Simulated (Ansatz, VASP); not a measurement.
# Two plane-wave programs on Hf

Contents of INCAR:

```
ALGO = Normal
DIPOL = 0.5 0.5 0.500
EDIFF = 1E-6
ENCUT = 520
GGA = PS
IDIPOL = 3
ISIF = 2
ISMEAR = 1
LASPH = True
LCHARG = True
LDIPOL = True
LELF = True
LREAL = False
LVACPOTAV = True
LVHAR = True
LWAVE = False
NBANDS = 39
NELM = 100
PREC = Accurate
SIGMA = 0.1
```

KPOINTS

```
k-points
0
Gamma
  12 12 1
```

Contents of POSCAR:

```
Hf
1.0
    3.1590465010      0.0000000000      0.0000000000
    1.5795232500      2.7358145220      0.0000000000
    0.0000000000      0.0000000000     36.4984132530
Hf
6
Direct
    0.6666666667      0.6666666667      0.3287814162
    0.0000000000      0.0000000000      0.3972688497
    0.6666666667      0.6666666667      0.4657562832
    0.0000000000      0.0000000000      0.5342437168
    0.6666666667      0.6666666667      0.6027311503
    0.0000000000      0.0000000000      0.6712185838
```

Input for Ansatz:

```yaml
crystal:
  lattice:
    - [3.159046501, 0.0, 0.0]
    - [1.57952325, 2.735814522, 0.0]
    - [0.0, 0.0, 36.498413253]
  atoms:
    - { symbol: Hf, position: [0.6666666667, 0.6666666667, 0.3287814162] }
    - { symbol: Hf, position: [0.0, 0.0, 0.3972688497] }
    - { symbol: Hf, position: [0.6666666667, 0.6666666667, 0.4657562832] }
    - { symbol: Hf, position: [0.0, 0.0, 0.5342437168] }
    - { symbol: Hf, position: [0.6666666667, 0.6666666667, 0.6027311503] }
    - { symbol: Hf, position: [0.0, 0.0, 0.6712185838] }
kpoints:
  mp_grid: { grid: [12, 12, 1] }
scf:
  occupations: { method: cold, width: 0.1 }
hamiltonian:
  xc: pbesol
  pseudopotentials: { kind: paw, azcp: { folder: soft_1 } }
output:
  forces: true
  stress: false
  populations: false
efield:
  axis: 3
  dipole_correction: true
```

Alike in both runs: task single point; functional PBEsol; k mesh 12 × 12 × 1; no spin polarisation.

|  | VASP | Ansatz |
| --- | --- | --- |
| version | VASP 6.6.1 | Ansatz 0.2.0 |
| potentials or method | VASP PAW PBE potentials, release 64 (Hf_pv) | plane-wave PAW, scalar-relativistic |
| plane-wave cutoff (eV) | 520 | 420 |
| occupations | methfessel-paxton of order 1, width 0.1 eV | cold, width 0.1 eV |
| valence electrons in the cell | 60 | 156 |

|  | VASP | Ansatz | Ansatz less VASP |
| --- | --- | --- | --- |
| rms of the force components (eV/Å) | 0.351 | 0.341 | -0.0100 |
| work function, face that differs most (eV) | 4.49 | 4.50 | +0.011 |

VASP's potentials were made for PBE, not for PBEsol, and Ansatz warns of the same on its side. Atom by atom the forces differ by 0.013 eV/Å (rms over components). VASP's potentials hold 60 valence electrons a cell and Ansatz's 156, so a difference there can come from the potentials and not from the codes.

Neither program's run includes spin-orbit coupling.
